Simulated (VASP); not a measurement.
# CdS (P3m1) in VASP: further runs

Runs on CdS. Level: PBEsol. Tasks: single point.

Program: VASP 6.6.1. These are calculated values, not measurements. Logs are shortened: lines on timing, memory, paths and dates and some standing lists are left out, and cuts for length are marked.

### Step 1. The cell of the first run

The structure is trigonal, space group P3m1 (No. 156). The conventional cell has a = 4.144 Å, b = 4.144 Å, c = 5.645 Å, α = 90.00°, β = 90.00°, γ = 120.00°. Within 3.2 Å of Cd (site symmetry 3m) lie 3 S at 2.39 Å. S (site symmetry 3m) has 3 Cd at 2.39 Å within 3.2 Å.

### Step 2. Single point, PBEsol

Input file INCAR:

```
SYSTEM = CdS
ALGO = Normal ; EDIFF = 1E-6
ENCUT = 520 ; GGA = PS
ISIF = 2 ; ISMEAR = 0
LASPH = .True. ; LCHARG = .True.
LELF = .True. ; LREAL = .False.
LVHAR = .True. ; LWAVE = .False.
NBANDS = 16 ; NELM = 60
PREC = Accurate ; SIGMA = 0.01
```

Input file KPOINTS:

```
k-points
0
Gamma
  6 6 4
  0 0 0
```

Input file POSCAR:

```
CdS
1.0
    4.1443663286      0.0000000000      0.0000000000
   -2.0721831643      3.5891260662      0.0000000000
    0.0000000000      0.0000000000      5.6450738052
Cd S
1 1
Direct
    0.0000000000      0.0000000000      0.4426920000
    0.6666666667      0.3333333333      0.4343080000
```

Potentials or basis: VASP PAW PBE potentials, release 64 (Cd, S).

Run with:

```console
> cat potpaw_PBE.64/Cd/POTCAR potpaw_PBE.64/S/POTCAR > POTCAR
> mpirun -np 1 vasp_std > vasp.out
```

OUTCAR:

```text
SYSTEM = CdS
   EDIFF = 1E-6
   ENCUT = 520
   GGA = PS
   ISIF = 2
   ISMEAR = 0
   LASPH = .True.
   LREAL = .False.
   NELM = 60
   PREC = Accurate

 ion  position               nearest neighbor table
   1  0.000  0.000  0.443-   2 2.39   2 2.39   2 2.39
   2  0.667  0.333  0.434-   1 2.39   1 2.39   1 2.39

  LATTYP: Found a hexagonal cell.
 ALAT       =     4.1443663286
 C/A-ratio  =     1.3621078248

  Lattice vectors:

 A1 = (   4.1443663286,   0.0000000000,   0.0000000000)
 A2 = (  -2.0721831643,   3.5891260662,   0.0000000000)
 A3 = (   0.0000000000,   0.0000000000,   5.6450738052)

Analysis of symmetry for initial positions (statically):
=====================================================================
 Subroutine PRICEL returns:
 Original cell was already a primitive cell.

 Routine SETGRP: Setting up the symmetry group for a
 hexagonal supercell.

 Subroutine GETGRP returns: Found  6 space group operations
 (whereof  6 operations were pure point group operations)
 out of a pool of 24 trial point group operations.

The static configuration has the point symmetry C_3v.

Analysis of symmetry for dynamics (positions and initial velocities):
=====================================================================
 Subroutine PRICEL returns:
 Original cell was already a primitive cell.

 Routine SETGRP: Setting up the symmetry group for a
 hexagonal supercell.

 Subroutine GETGRP returns: Found  6 space group operations
 (whereof  6 operations were pure point group operations)
 out of a pool of 24 trial point group operations.

The dynamic configuration has the point symmetry C_3v.

 Subroutine INISYM returns: Found  6 space group operations
 (whereof  6 operations are pure point group operations),
 and found     1 'primitive' translations

----------------------------------------------------------------------------------------

                                     Primitive cell

  volume of cell :      83.9685

  direct lattice vectors                    reciprocal lattice vectors
     4.144366329  0.000000000  0.000000000     0.241291411  0.139309679  0.000000000
    -2.072183164  3.589126066  0.000000000     0.000000000  0.278619358  0.000000000
     0.000000000  0.000000000  5.645073805     0.000000000  0.000000000  0.177145602

  length of vectors
     4.144366329  4.144365933  5.645073805     0.278619331  0.278619358  0.177145602

  position of ions in fractional coordinates (direct lattice)
     0.000000000  0.000000000  0.442692000
     0.666666667  0.333333333  0.434308000

  ion indices of the primitive-cell ions
   primitive index   ion index
                 1           1
                 2           2

----------------------------------------------------------------------------------------

 KPOINTS: k-points

Automatic generation of k-mesh.
 Grid dimensions read from file:
 generate k-points for:    6    6    4

 Generating k-lattice:

  Cartesian coordinates                     Fractional coordinates (reciprocal lattice)
     0.040215235  0.023218280  0.000000000     0.166666667  0.000000000  0.000000000
     0.000000000  0.046436560  0.000000000     0.000000000  0.166666667  0.000000000
     0.000000000  0.000000000  0.044286401     0.000000000  0.000000000  0.250000000

  Length of vectors
     0.046436555  0.046436560  0.044286401

  Shift w.r.t. Gamma in fractional coordinates (k-lattice)
     0.000000000  0.000000000  0.000000000

 Subroutine IBZKPT returns following result:
 ===========================================

 Found     24 irreducible k-points:

 Following reciprocal coordinates:
            Coordinates               Weight
  0.000000  0.000000  0.000000      1.000000
  0.166667 -0.000000  0.000000      6.000000
  0.333333  0.000000  0.000000      6.000000
  0.500000 -0.000000  0.000000      3.000000
  0.166667  0.166667  0.000000      6.000000
  0.333333  0.166667  0.000000     12.000000
[... 16 lines left out ...]
  0.333333  0.166667  0.500000     12.000000
  0.333333  0.333333  0.500000      2.000000
   k-points           NKPTS =     24   k-points in BZ     NKDIM =     24   number of bands    NBANDS=     16
   number of dos      NEDOS =    301   number of ions     NIONS =      2
   total plane-waves  NPLWV =  43008
   dimension x,y,z NGX =    32 NGY =   32 NGZ =   42
   dimension x,y,z NGXF=    64 NGYF=   64 NGZF=   84
   ions per type =               1   1
   NGX,Y,Z   is equivalent  to a cutoff of  12.84, 12.84, 12.37 a.u.
   NGXF,Y,Z  is equivalent  to a cutoff of  25.67, 25.67, 24.74 a.u.
 SYSTEM =  CdS
   PREC   = accura    normal or accurate (medium, high low for compatibility)
   ISTART =      0    job   : 0-new  1-cont  2-samecut
   ICHARG =      2    charge: 1-file 2-atom 10-const
   ISPIN  =      1    spin polarized calculation?
   LNONCOLLINEAR =      F non collinear calculations
   LSORBIT =      F    spin-orbit coupling
   LASPH  =      T    aspherical Exc in radial PAW
[... 25 lines left out ...]
  Thomas-Fermi vector in A             =   2.110655
   LORBIT       =      0    0 simple, 1 ext, 2 COOP (PROOUT), +10 PAW based schemes
   GGA     = PS    functional components
   LHFCALC =     F    Hartree Fock is set to
   AEXX    =    0.0000 exact exchange contribution
   IVDW    =     0    specifies the selected vdW correction
   LEPSILON=     F    determine dielectric tensor
   LRPA    =     F    only Hartree local field effects (RPA)
 non-spin polarized calculation
 Gauss-broadening in eV      SIGMA  =   0.01
  energy-cutoff  :      520.00
  volume of cell :       83.97
 maximum number of plane-waves:      2288
 NGX is ok and might be reduce to    32
   NGX = 15   NGY = 15   NGZ = 21

 number of electron      18.0000002 magnetization

 Free energy of the ion-electron system (eV)
  ---------------------------------------------------
  ext. energy  EPLUGINS =         0.00000000
  ---------------------------------------------------
  free energy    TOTEN  =        -6.17471286 eV

  energy without entropy =       -6.17471286  energy(sigma->0) =       -6.17471286

 E-fermi :  -1.6021     XC(G=0):  -6.4791

 val. band max:       -1.7122971991   @ k =   0.0000   0.0000   0.5000
 cond. band min:      -0.1542304352   @ k =   0.0000   0.0000   0.0000
 fundamental gap:      1.5580667640
 Fermi energy:        -1.6020901569

 k-point     1 :       0.0000    0.0000    0.0000
  band No.  band energies     occupation
      1     -13.7947      2.00000
      2      -9.6871      2.00000
      3      -9.6871      2.00000
      4      -9.0023      2.00000
      5      -9.0023      2.00000
      6      -8.7458      2.00000
[... 8 lines left out ...]
     15       9.4062      0.00000
     16      10.0227      0.00000

 k-point     2 :       0.1667   -0.0000    0.0000
  band No.  band energies     occupation
      1     -13.6938      2.00000
      2      -9.6376      2.00000
      3      -9.6010      2.00000
      4      -9.0409      2.00000
      5      -9.0076      2.00000
      6      -8.7191      2.00000
[... 8 lines left out ...]
     15       9.7644      0.00000
     16      10.0442      0.00000

 k-point     3 :       0.3333    0.0000    0.0000
  band No.  band energies     occupation
      1     -13.4897      2.00000
      2      -9.4486      2.00000
      3      -9.4141      2.00000
      4      -9.1137      2.00000
      5      -9.0182      2.00000
      6      -8.6504      2.00000
[... 8 lines left out ...]
     15       8.6594      0.00000
     16       9.0588      0.00000

 k-point     4 :       0.5000   -0.0000    0.0000
  band No.  band energies     occupation
      1     -13.3877      2.00000
      2      -9.3119      2.00000
      3      -9.2864      2.00000
      4      -9.1478      2.00000
      5      -9.0233      2.00000
      6      -8.5858      2.00000
[... 8 lines left out ...]
     15       8.9383      0.00000
     16       9.1780      0.00000
[... 324 lines left out ...]
 k-point    22 :       0.1667    0.1667    0.5000
  band No.  band energies     occupation
      1     -13.5372      2.00000
      2      -9.5534      2.00000
      3      -9.4262      2.00000
      4      -9.0937      2.00000
      5      -9.0215      2.00000
      6      -8.6533      2.00000
[... 8 lines left out ...]
     15       7.7682      0.00000
     16       8.4401      0.00000

 k-point    23 :       0.3333    0.1667    0.5000
  band No.  band energies     occupation
      1     -13.3847      2.00000
      2      -9.3975      2.00000
      3      -9.2624      2.00000
      4      -9.1387      2.00000
      5      -9.0376      2.00000
      6      -8.5140      2.00000
[... 8 lines left out ...]
     15       8.7987      0.00000
     16       9.0739      0.00000

 k-point    24 :       0.3333    0.3333    0.5000
  band No.  band energies     occupation
      1     -13.3342      2.00000
      2      -9.3278      2.00000
      3      -9.2783      2.00000
      4      -9.1395      2.00000
      5      -9.0573      2.00000
      6      -8.3477      2.00000
[... 8 lines left out ...]
     15       7.8662      0.00000
     16       9.1697      0.00000

------------------------ aborting loop because EDIFF is reached ----------------------------------------

  FORCE on cell =-STRESS in cart. coord.  units (eV):
  Direction    XX          YY          ZZ          XY          YZ          ZX
  --------------------------------------------------------------------------------------
  -------------------------------------------------------------------------------------
  Total        1.0288353      1.0288350     -0.0059569     -0.0000000      0.0000000      0.0000000
  in kB       19.6308890     19.6308840     -0.1136613     -0.0000000      0.0000000      0.0000000
  external PRESSURE =      13.0493706 kB  Pullay stress =       0.0000000 kB

 VOLUME and BASIS-vectors are now :
 -----------------------------------------------------------------------------
  energy-cutoff  :      520.00
  volume of cell :       83.97
      direct lattice vectors                 reciprocal lattice vectors
     4.144366329  0.000000000  0.000000000     0.241291411  0.139309679  0.000000000
    -2.072183164  3.589126066  0.000000000     0.000000000  0.278619358  0.000000000
     0.000000000  0.000000000  5.645073805     0.000000000  0.000000000  0.177145602

 POSITION                                       TOTAL-FORCE (eV/Angst)
 -----------------------------------------------------------------------------------
      0.00000      0.00000      2.49903         0.000000      0.000000      0.009347
      2.07218      1.19638      2.45170        -0.000000     -0.000000     -0.009347
 -----------------------------------------------------------------------------------
    total drift:                                0.000001      0.000005      0.000867

  FREE ENERGIE OF THE ION-ELECTRON SYSTEM (eV)
  ---------------------------------------------------
  free  energy   TOTEN  =        -6.1747128608 eV

  energy  without entropy=       -6.1747128608  energy(sigma->0) =       -6.17471286
```

Run time: 72 s. Hardware: 1 thread of AMD EPYC 7R13, shared host; peak memory 0.17 GiB.

Results:

```
Free energy            : -6.1747 eV
Pressure               : 1.3 GPa
Largest force          : 0.009 eV/Å
Band gap on the k mesh : 1.56 eV, indirect (least direct gap 1.56 eV)
```

Forces in eV/Å, atoms in the order of the input:
```
Cd   0.000  0.000  0.009
S    0.000  0.000 -0.009
```

Stress tensor (GPa, compression positive):
```
 1.96  0.00  0.00
 0.00  1.96  0.00
 0.00  0.00 -0.01
```

Levels at points of the mesh, in eV from the valence-band top:
| k point | band 5 | band 6 | band 7 | band 8 | band 9 | band 10 | band 11 | band 12 | band 13 | band 14 |
| --- | --- | --- | --- | --- | --- | --- | --- | --- | --- | --- |
| (0.00, 0.00, 0.00) | -7.29 | -7.03 | -1.42 | -0.01 | -0.01 | 1.56 | 5.57 | 6.88 | 6.88 | 7.16 |
| (0.50, 0.00, 0.00) | -7.31 | -6.87 | -4.00 | -1.55 | -0.36 | 3.74 | 5.01 | 6.88 | 7.40 | 10.27 |
| (0.00, 0.00, 0.50) | -7.29 | -7.02 | -1.66 | 0.00 | 0.00 | 1.90 | 5.08 | 6.93 | 6.93 | 9.32 |
| (0.50, 0.00, 0.50) | -7.31 | -6.87 | -3.96 | -1.54 | -0.49 | 3.91 | 4.08 | 7.84 | 8.28 | 10.08 |

Caveat: the PAW data sets were made with another functional, which shifts forces and pressure a little.

### Step 3. Single point, PBEsol

This run uses another cell than the first one, of 43.81 Å³/atom, 1.043 times its volume.

Input file INCAR:

```
PREC     = Accurate       # precision mode
ENCUT    = 520            # plane-wave cutoff, eV
EDIFF    = 1E-6           # SCF threshold, eV
ISMEAR   = 0              # smearing method
SIGMA    = 0.01           # smearing width, eV
LREAL    = False          # projectors in reciprocal space
LASPH    = True           # aspherical terms in the spheres
NELM     = 80             # most SCF steps
ALGO     = Normal         # electronic algorithm
ISIF     = 2              # what is computed and relaxed
LWAVE    = False          # write WAVECAR
LCHARG   = False          # write CHGCAR
GGA      = PS             # functional
NBANDS   = 16             # bands
```

Input file KPOINTS:

```
Automatic mesh
0
Gamma
  6 6 4
```

Input file POSCAR:

```
CdS
1.0
    4.2035795619      0.0000000000      0.0000000000
   -2.1017897810      3.6404062239      0.0000000000
    0.0000000000      0.0000000000      5.7257286136
Cd S
1 1
Direct
    0.0000000000      0.0000000000      0.4426920000
    0.6666666667      0.3333333333      0.4343080000
```

Potentials or basis: VASP PAW PBE potentials, release 64 (Cd, S).

Run with:

```console
> cat potpaw_PBE.64/Cd/POTCAR potpaw_PBE.64/S/POTCAR > POTCAR
> mpirun -np 1 vasp_std > vasp.out
```

Run time: 70 s. Hardware: 1 thread of AMD EPYC 7R13, shared host; peak memory 0.19 GiB.

The run converged. Its results:

| Quantity | Value |
| --- | --- |
| Free energy | -6.1876 eV |
| Pressure | -0.1 GPa |
| Largest force | 0.004 eV/Å |
| Band gap on the k mesh | 1.49 eV, indirect (the least direct gap lies 4.7 meV higher) |

Forces in eV/Å, atoms in the order of the input:
```
Cd   0.000  0.000 -0.004
S    0.000  0.000  0.004
```

Stress tensor (GPa, compression positive):
```
-0.21  0.00  0.00
 0.00 -0.21  0.00
 0.00  0.00 -0.01
```

Levels at points of the mesh, in eV from the valence-band top:
```tsv
k point	band 5	band 6	band 7	band 8	band 9	band 10	band 11	band 12	band 13	band 14
(0.00, 0.00, 0.00)	-7.19	-6.96	-1.22	0.00	0.00	1.49	5.63	6.87	6.87	7.07
(0.50, 0.00, 0.00)	-7.21	-6.80	-3.80	-1.43	-0.25	3.69	5.07	6.86	7.46	10.21
(0.00, 0.00, 0.50)	-7.20	-6.95	-1.45	0.00	0.00	1.79	5.12	6.92	6.92	9.31
(0.50, 0.00, 0.50)	-7.21	-6.79	-3.77	-1.42	-0.37	3.85	4.18	7.85	8.12	10.07
```

Caveat: the PAW data sets were made with another functional, which shifts forces and pressure a little. Expect the measured gap to be larger: semilocal functionals such as PBEsol lack the derivative discontinuity.

### Step 4. Single point, PBEsol

This run uses another cell than the first one, of 47.46 Å³/atom, 1.130 times its volume.

Input file INCAR:

```
PREC = Accurate
ENCUT = 520
EDIFF = 1E-6
ISMEAR = 0
SIGMA = 0.01
LREAL = False
LASPH = True
NELM = 60
ALGO = Normal
ISIF = 2
LWAVE = False
LCHARG = True
GGA = PS
LELF = True
LVHAR = True
NBANDS = 16
```

Input file KPOINTS:

```
regular mesh
0
Gamma
  6 6 4
```

Input file POSCAR:

```
CdS
1.0
    4.3172444568      0.0000000000      0.0000000000
   -2.1586222284      3.7388428979      0.0000000000
    0.0000000000      0.0000000000      5.8805524563
Cd S
1 1
Direct
    0.0000000000      0.0000000000      0.4426920000
    0.6666666667      0.3333333333      0.4343080000
```

Run with:

```console
> cat potpaw_PBE.64/Cd/POTCAR potpaw_PBE.64/S/POTCAR > POTCAR
> mpirun -np 1 vasp_std > vasp.out
```

Wall time 72 s (1 thread of AMD EPYC 7R13, shared host); peak memory 0.19 GiB.

The run converged. Its results:

| Property | Result |
| --- | --- |
| Free energy | -6.1311 eV |
| Pressure | -2.2 GPa |
| Largest force | 0.022 eV/Å |
| Band gap on the k mesh | 1.28 eV, indirect (least direct gap 1.35 eV) |

Forces in eV/Å, atoms in the order of the input:
```
Cd   0.000  0.000 -0.022
S    0.000  0.000  0.022
```

Stress tensor (GPa, compression positive):
```
-3.30  0.00  0.00
 0.00 -3.30  0.00
 0.00  0.00 -0.01
```

Levels at points of the mesh, in eV from the valence-band top:
```tsv
k point	band 5	band 6	band 7	band 8	band 9	band 10	band 11	band 12	band 13	band 14
(0.00, 0.00, 0.00)	-7.12	-6.93	-0.96	-0.06	-0.06	1.28	5.66	6.77	6.77	6.83
(0.50, 0.00, 0.00)	-7.13	-6.76	-3.52	-1.28	-0.12	3.52	5.09	6.73	7.49	9.97
(0.00, 0.00, 0.50)	-7.12	-6.92	-1.15	-0.06	-0.06	1.51	5.09	6.82	6.82	9.20
(0.50, 0.00, 0.50)	-7.14	-6.75	-3.50	-1.27	-0.21	3.65	4.29	7.73	7.81	9.97
```

Caveat: the PAW data sets were made with another functional, which shifts forces and pressure a little. A k mesh can miss the band edges.

### Step 5. Single point, PBEsol

This run uses another cell than the first one, of 49.29 Å³/atom, 1.174 times its volume.

Input file INCAR:

```
ALGO     = Normal         # electronic algorithm
EDIFF    = 1E-6           # SCF threshold, eV
ENCUT    = 520            # plane-wave cutoff, eV
GGA      = PS             # functional
ISIF     = 2              # what is computed and relaxed
ISMEAR   = 0              # smearing method
LASPH    = True           # aspherical terms in the spheres
LCHARG   = False          # write CHGCAR
LREAL    = False          # projectors in reciprocal space
LWAVE    = False          # write WAVECAR
NBANDS   = 16             # bands
NELM     = 100            # most SCF steps
PREC     = Accurate       # precision mode
SIGMA    = 0.01           # smearing width, eV
```

Input file KPOINTS:

```
k-points
0
Gamma
  6 6 4
```

Input file POSCAR:

```
CdS
1.0
    4.3718989228      0.0000000000      0.0000000000
   -2.1859494614      3.7861750479      0.0000000000
    0.0000000000      0.0000000000      5.9549977322
Cd S
1 1
Direct
    0.0000000000      0.0000000000      0.4426920000
    0.6666666667      0.3333333333      0.4343080000
```

Run with:

```console
> cat potpaw_PBE.64/Cd/POTCAR potpaw_PBE.64/S/POTCAR > POTCAR
> mpirun -np 1 vasp_std > vasp.out
```

It took 87 s on 1 thread of AMD EPYC 7R13, shared host; peak memory 0.21 GiB.

Results (log left out):

```
Free energy            : -6.0726 eV
Pressure               : -2.9 GPa
Largest force          : 0.029 eV/Å
Band gap on the k mesh : 1.13 eV, indirect (least direct gap 1.27 eV)
```

Forces on the atoms (eV/Å):
```
Cd   0.000  0.000 -0.029
S    0.000  0.000  0.029
```

Stress tensor (GPa, compression positive):
```
-4.38  0.00  0.00
 0.00 -4.38  0.00
 0.00  0.00  0.00
```

Levels at points of the mesh, in eV from the valence-band top:
```tsv
k point	band 6	band 7	band 8	band 9	band 10	band 11	band 12	band 13
(0.00, 0.00, 0.00)	-6.97	-0.89	-0.13	-0.13	1.13	5.63	6.67	6.67
(0.50, 0.00, 0.00)	-6.80	-3.45	-1.26	-0.11	3.38	5.05	6.62	7.45
(0.00, 0.00, 0.50)	-6.97	-1.07	-0.13	-0.13	1.33	5.03	6.72	6.72
(0.50, 0.00, 0.50)	-6.80	-3.42	-1.25	-0.20	3.51	4.28	7.51	7.73
```

Caveat: the PAW data sets were made with another functional, which shifts forces and pressure a little. A k mesh can miss the band edges.

### Step 6. Summary

| cell | gap on the mesh (eV) | pressure (GPa) | largest force (eV/Å) |
| --- | --- | --- | --- |
| a = 4.144, b = 4.144, c = 5.645 Å, angles 90.0, 90.0, 120.0°, 2 atoms | 1.56 | 1.3 | 0.01 |
| a = 4.204, b = 4.204, c = 5.726 Å, angles 90.0, 90.0, 120.0°, 2 atoms | 1.49 | -0.1 | - |
| a = 4.317, b = 4.317, c = 5.881 Å, angles 90.0, 90.0, 120.0°, 2 atoms | 1.28 | -2.2 | 0.02 |
| a = 4.372, b = 4.372, c = 5.955 Å, angles 90.0, 90.0, 120.0°, 2 atoms | 1.13 | -2.9 | 0.03 |

Alike in all rows: task single point; level PBEsol; potentials or basis VASP PAW PBE potentials, release 64 (Cd, S); no spin polarisation; k mesh 6 × 6 × 4; cutoff (eV) 520; smearing gaussian 0.01 eV.

Caveats: the PAW data sets were made with another functional, which shifts forces and pressure a little.

Absolute energies hang on the potentials; compare differences alone.
